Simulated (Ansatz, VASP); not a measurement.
Two plane-wave programs on AlPtC4N4

```
Al Pt C N
1.0
     5.83066    0.00000    0.00000
     0.00000    5.83066    0.00000
     0.00000    0.00000    5.83066
Al Pt C N
1 1 4 4
Cartesian
  2.9153 2.9153 2.9153
  0.0000 0.0000 0.0000
  1.1068 1.1068 1.1068
  1.1068 4.7239 4.7239
  4.7239 1.1068 4.7239
  4.7239 4.7239 1.1068
  1.7823 1.7823 1.7823
  1.7823 4.0484 4.0484
  4.0484 1.7823 4.0484
  4.0484 4.0484 1.7823
```

Alike in both runs: task single point; functional PBE; k mesh 4 × 4 × 4; occupations gaussian, width 0.1 eV; no spin polarisation.

|  | VASP | Ansatz |
| --- | --- | --- |
| version | VASP 6.6.1 | Ansatz 0.2.0 |
| potentials or method | VASP PAW PBE potentials, release 64 (Al, Pt_sv_GW, C, N), cutoff 700 eV | scalar-relativistic, plane waves, PAW |
| valence electrons in the cell | 57 | 57 |

```tsv
	VASP	Ansatz	Ansatz less VASP
gap on the k mesh at the Fermi level (eV)	none	none	-
pressure (GPa)	0.8	0.6	-0.16
rms of the force components (eV/Å)	1.286	1.158	-0.1274
```

Atom by atom the forces differ by 0.179 eV/Å (rms over components). A gap of «none» marks a metal or a gap that the smearing closes.

Spin-orbit coupling is off throughout. Noted on VASP's run: the standard files for N, O and F lose accuracy on very short bonds.
